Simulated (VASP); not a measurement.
# Tc (P6_3/mmc) in VASP: further runs

The runs below take Tc through single point, with LDA.

All numbers are computed with VASP 6.6.1; they aren't measurements. Logs are shortened: lines on timing, memory, paths and dates and some standing lists are left out, and cuts for length are marked.

## Step 1: The cell of the first run

Symmetry: P6_3/mmc, No. 194, hexagonal system. Conventional cell: a = 2.644 Å, b = 2.644 Å, c = 4.226 Å, α = 90.00°, β = 90.00°, γ = 120.00°. Within 3.4 Å of Tc (site symmetry -6m2) lie 12 Tc at 2.61 to 2.64 Å.

## Step 2: Single point, LDA

Input file INCAR:

```
  PREC = Accurate
  ENCUT = 520
  EDIFF = 1E-6
  ISMEAR = -1
  SIGMA = 0.1
  LREAL = False
  LASPH = True
  NELM = 100
  ALGO = Normal
  ISIF = 2
  LWAVE = False
  LCHARG = False
  GGA = CA
  NBANDS = 20
```

Input file KPOINTS:

```
regular mesh
0
Gamma
  9 9 5
```

Input file POSCAR:

```
Tc
1.0
    2.6442042088      0.0000000000      0.0000000000
   -1.3221021044      2.2899480176      0.0000000000
    0.0000000000      0.0000000000      4.2262199372
Tc
2
Direct
    0.3333333333      0.6666666667      0.2500000000
    0.6666666667      0.3333333333      0.7500000000
```

Potentials or basis: VASP PAW LDA potentials, release 64 (Tc_pv).

Command:

```sh
> cat potpaw_LDA.64/Tc_pv/POTCAR > POTCAR
> mpirun -np 1 vasp_std > vasp.out
```

OUTCAR:

```text
PREC = Accurate
   ENCUT = 520
   EDIFF = 1E-6
   ISMEAR = -1
   LREAL = False
   LASPH = True
   NELM = 100
   ISIF = 2
   GGA = CA

 ion  position               nearest neighbor table
   1  0.333  0.667  0.250-   2 2.61   2 2.61   2 2.61   2 2.61   2 2.61   2 2.61
   2  0.667  0.333  0.750-   1 2.61   1 2.61   1 2.61   1 2.61   1 2.61   1 2.61

  LATTYP: Found a hexagonal cell.
 ALAT       =     2.6442042088
 C/A-ratio  =     1.5982955942

  Lattice vectors:

 A1 = (   2.6442042088,   0.0000000000,   0.0000000000)
 A2 = (  -1.3221021044,   2.2899480176,   0.0000000000)
 A3 = (   0.0000000000,   0.0000000000,   4.2262199372)

Analysis of symmetry for initial positions (statically):
=====================================================================
 Subroutine PRICEL returns:
 Original cell was already a primitive cell.

 Routine SETGRP: Setting up the symmetry group for a
 hexagonal supercell.

 Subroutine GETGRP returns: Found 24 space group operations
 (whereof 12 operations were pure point group operations)
 out of a pool of 24 trial point group operations.

The static configuration has the point symmetry D_3d.
 The point group associated with its full space group is D_6h.

Analysis of symmetry for dynamics (positions and initial velocities):
=====================================================================
 Subroutine PRICEL returns:
 Original cell was already a primitive cell.

 Routine SETGRP: Setting up the symmetry group for a
 hexagonal supercell.

 Subroutine GETGRP returns: Found 24 space group operations
 (whereof 12 operations were pure point group operations)
 out of a pool of 24 trial point group operations.

The dynamic configuration has the point symmetry D_3d.
 The point group associated with its full space group is D_6h.

 Subroutine INISYM returns: Found 24 space group operations
 (whereof 12 operations are pure point group operations),
 and found     1 'primitive' translations

----------------------------------------------------------------------------------------

                                     Primitive cell

  volume of cell :      25.5901

  direct lattice vectors                    reciprocal lattice vectors
     2.644204209  0.000000000  0.000000000     0.378185617  0.218345568  0.000000000
    -1.322102104  2.289948018  0.000000000     0.000000000  0.436691135  0.000000000
     0.000000000  0.000000000  4.226219937     0.000000000  0.000000000  0.236618069

  length of vectors
     2.644204209  2.644204209  4.226219937     0.436691135  0.436691135  0.236618069

  position of ions in fractional coordinates (direct lattice)
     0.333333333  0.666666667  0.250000000
     0.666666667  0.333333333  0.750000000

  ion indices of the primitive-cell ions
   primitive index   ion index
                 1           1
                 2           2

----------------------------------------------------------------------------------------

 KPOINTS: regular mesh

Automatic generation of k-mesh.
 Grid dimensions read from file:
 generate k-points for:    9    9    5

 Generating k-lattice:

  Cartesian coordinates                     Fractional coordinates (reciprocal lattice)
     0.042020624  0.024260619  0.000000000     0.111111111  0.000000000  0.000000000
     0.000000000  0.048521237  0.000000000     0.000000000  0.111111111  0.000000000
     0.000000000  0.000000000  0.047323614     0.000000000  0.000000000  0.200000000

  Length of vectors
     0.048521237  0.048521237  0.047323614

  Shift w.r.t. Gamma in fractional coordinates (k-lattice)
     0.000000000  0.000000000  0.000000000

 Subroutine IBZKPT returns following result:
 ===========================================

 Found     36 irreducible k-points:

 Following reciprocal coordinates:
            Coordinates               Weight
  0.000000  0.000000  0.000000      1.000000
  0.111111 -0.000000  0.000000      6.000000
  0.222222  0.000000  0.000000      6.000000
  0.333333  0.000000  0.000000      6.000000
  0.444444  0.000000  0.000000      6.000000
  0.111111  0.111111  0.000000      6.000000
[... 16 lines left out ...]
  0.333333  0.222222  0.200000     24.000000
  0.333333  0.333333  0.200000      4.000000
 [... further k-points ...]
   k-points           NKPTS =     36   k-points in BZ     NKDIM =     36   number of bands    NBANDS=     20
   number of dos      NEDOS =    301   number of ions     NIONS =      2
   total plane-waves  NPLWV =  12800
   dimension x,y,z NGX =    20 NGY =   20 NGZ =   32
   dimension x,y,z NGXF=    40 NGYF=   40 NGZF=   64
   ions per type =               2
   NGX,Y,Z   is equivalent  to a cutoff of  12.57, 12.57, 12.59 a.u.
   NGXF,Y,Z  is equivalent  to a cutoff of  25.15, 25.15, 25.18 a.u.
 SYSTEM =  unknown system
   PREC   = accura    normal or accurate (medium, high low for compatibility)
   ISTART =      0    job   : 0-new  1-cont  2-samecut
   ICHARG =      2    charge: 1-file 2-atom 10-const
   ISPIN  =      1    spin polarized calculation?
   LNONCOLLINEAR =      F non collinear calculations
   LSORBIT =      F    spin-orbit coupling
   LASPH  =      T    aspherical Exc in radial PAW
   ENCUT  =  520.0 eV  38.22 Ry    6.18 a.u.   4.92  4.92  7.86*2*pi/ulx,y,z
   NELM   =    100;   NELMIN=  2; NELMDL= -5     # of ELM steps
   EDIFF  = 0.1E-05   stopping-criterion for ELM
   LREAL  =      F    real-space projection
   EDIFFG = 0.1E-04   stopping-criterion for IOM
   NSW    =      0    number of steps for IOM
   IBRION =     -1    ionic relax: 0-MD 1-quasi-New 2-CG
   NFREE  =      0    steps in history (QN), initial steepest desc. (CG)
   ISIF   =      2    stress and relaxation
   ISYM   =      2    0-nonsym 1-usesym 2-fastsym
   POTIM  = 0.5000    time-step for ionic-motion
   TEBEG  =    0.0;   TEEND  =   0.0 temperature during run
   PSTRESS=    0.0 pullay stress
   NELECT =      26.0000    total number of electrons
   NUPDOWN=      -1.0000    fix difference up-down
   EMIN   =  10.00;   EMAX   =-10.00  energy-range for DOS
   EFERMI =   0.00;   METHOD = LEGACY
   ISMEAR =    -1;   SIGMA  =   0.10  broadening in eV -4-tet -1-fermi 0-gaus
   EFERMI_NEDOS =   21; number of points for ismear=-14 and -15
   IALGO  =     38    algorithm
   IMIX   =      4    mixing-type and parameters
     AMIX     =   0.40;   BMIX     =  1.00
     AMIX_MAG =   1.60;   BMIX_MAG =  1.00
  volume/ion in A,a.u.               =      12.80        86.35
  Fermi-wavevector in a.u.,A,eV,Ry     =   1.645792  3.110097 36.853183  2.708633
  Thomas-Fermi vector in A             =   2.735530
   LORBIT       =      0    0 simple, 1 ext, 2 COOP (PROOUT), +10 PAW based schemes
   GGA     = CA    functional components
   LHFCALC =     F    Hartree Fock is set to
   AEXX    =    0.0000 exact exchange contribution
   IVDW    =     0    specifies the selected vdW correction
   LEPSILON=     F    determine dielectric tensor
   LRPA    =     F    only Hartree local field effects (RPA)
 non-spin polarized calculation
  energy-cutoff  :      520.00
  volume of cell :       25.59
 maximum number of plane-waves:       702
 NGX is ok and might be reduce to    20
   NGX =  9   NGY =  9   NGZ = 15

 number of electron      25.9999996 magnetization

 Free energy of the ion-electron system (eV)
  ---------------------------------------------------
  ext. energy  EPLUGINS =         0.00000000
  ---------------------------------------------------
  free energy    TOTEN  =       -23.30934208 eV

  energy without entropy =      -23.25114888  energy(sigma->0) =      -23.28024548

 E-fermi :  14.6361     XC(G=0): -14.6862

 val. band max:       14.5423204777   @ k =   0.1111   0.1111   0.0000
 cond. band min:      14.6410099434   @ k =   0.2222   0.0000   0.0000
 fundamental gap:      0.0986894657
 Fermi energy:        14.6360754469

 k-point     1 :       0.0000    0.0000    0.0000
  band No.  band energies     occupation
      1     -25.1176      2.00000
      2     -23.4958      2.00000
      3     -23.4958      2.00000
      4     -23.2272      2.00000
      5     -23.2272      2.00000
      6     -23.1789      2.00000
[... 12 lines left out ...]
     19      27.1701      0.00000
     20      28.8666      0.00000

 k-point     2 :       0.1111   -0.0000    0.0000
  band No.  band energies     occupation
      1     -25.0463      2.00000
      2     -23.6591      2.00000
      3     -23.5484      2.00000
      4     -23.3948      2.00000
      5     -23.2486      2.00000
      6     -23.2100      2.00000
[... 12 lines left out ...]
     19      27.1359      0.00000
     20      29.9500      0.00000

 k-point     3 :       0.2222    0.0000    0.0000
  band No.  band energies     occupation
      1     -24.8491      2.00000
      2     -24.0690      2.00000
      3     -23.7988      2.00000
      4     -23.6741      2.00000
      5     -23.3087      2.00000
      6     -23.3048      2.00000
[... 12 lines left out ...]
     19      26.7655      0.00000
     20      31.4104      0.00000

 k-point     4 :       0.3333    0.0000    0.0000
  band No.  band energies     occupation
      1     -24.5761      2.00000
      2     -24.5271      2.00000
      3     -24.2281      2.00000
      4     -23.8082      2.00000
      5     -23.4600      2.00000
      6     -23.3826      2.00000
[... 12 lines left out ...]
     19      26.1856      0.00000
     20      28.3565      0.00000

 k-point     5 :       0.4444    0.0000    0.0000
  band No.  band energies     occupation
      1     -24.8202      2.00000
      2     -24.4946      2.00000
      3     -24.3303      2.00000
      4     -23.8921      2.00000
      5     -23.6283      2.00000
      6     -23.4325      2.00000
[... 12 lines left out ...]
     19      27.1226      0.00000
     20      28.0545      0.00000
[... 353 lines left out ...]
      6     -23.5348      2.00000
[... 12 lines left out ...]
     19      27.4023      0.00000
     20      28.3828      0.00000

 k-point    22 :       0.2222    0.2222    0.2000
  band No.  band energies     occupation
      1     -24.6622      2.00000
      2     -24.5293      2.00000
      3     -24.0791      2.00000
      4     -23.9918      2.00000
      5     -23.6750      2.00000
      6     -23.4841      2.00000
[... 12 lines left out ...]
     19      27.8482      0.00000
     20      28.6184      0.00000

 k-point    23 :       0.3333    0.2222    0.2000
  band No.  band energies     occupation
      1     -24.7303      2.00000
      2     -24.5599      2.00000
      3     -24.2494      2.00000
      4     -23.9436      2.00000
      5     -23.8232      2.00000
      6     -23.5979      2.00000
[... 12 lines left out ...]
     19      26.6976      0.00000
     20      27.7318      0.00000

 k-point    24 :       0.3333    0.3333    0.2000
  band No.  band energies     occupation
      1     -24.5422      2.00000
      2     -24.5071      2.00000
      3     -24.5071      2.00000
      4     -24.0442      2.00000
      5     -23.7413      2.00000
      6     -23.7413      2.00000
[... 12 lines left out ...]
     19      24.7979      0.00000
     20      29.7632      0.00000

 [... further k-points ...]
[... 5 lines left out ...]
  --------------------------------------------------------------------------------------
  -------------------------------------------------------------------------------------
  Total        4.8193283      4.8193283      4.8117024      0.0000000     -0.0000000      0.0000000
  in kB      301.7340949    301.7340949    301.2566401      0.0000000     -0.0000000      0.0000000
  external PRESSURE =     301.5749433 kB  Pullay stress =       0.0000000 kB

 VOLUME and BASIS-vectors are now :
 -----------------------------------------------------------------------------
  energy-cutoff  :      520.00
  volume of cell :       25.59
      direct lattice vectors                 reciprocal lattice vectors
     2.644204209  0.000000000  0.000000000     0.378185617  0.218345568  0.000000000
    -1.322102104  2.289948018  0.000000000     0.000000000  0.436691135  0.000000000
     0.000000000  0.000000000  4.226219937     0.000000000  0.000000000  0.236618069

 POSITION                                       TOTAL-FORCE (eV/Angst)
 -----------------------------------------------------------------------------------
     -0.00000      1.52663      1.05655         0.000000      0.000000      0.000000
      1.32210      0.76332      3.16966        -0.000000      0.000000      0.000000
 -----------------------------------------------------------------------------------
    total drift:                               -0.000000      0.000000     -0.000000

  FREE ENERGIE OF THE ION-ELECTRON SYSTEM (eV)
  ---------------------------------------------------
  free  energy   TOTEN  =       -23.3093420818 eV

  energy  without entropy=      -23.2511488825  energy(sigma->0) =      -23.28024548
```

Wall time 15 s (1 thread of Intel Xeon Platinum 8259CL at 2.50GHz (Skylake/Cascade Lake), shared host); peak memory 0.13 GiB.

Results:

- Free energy: -23.3093 eV
- Pressure: 30.2 GPa
- Band gap on the k mesh: zero (band 13 reaches 15.78 eV, above the bottom of band 14 at 13.22 eV)

(Continued in part 2 of 2.)
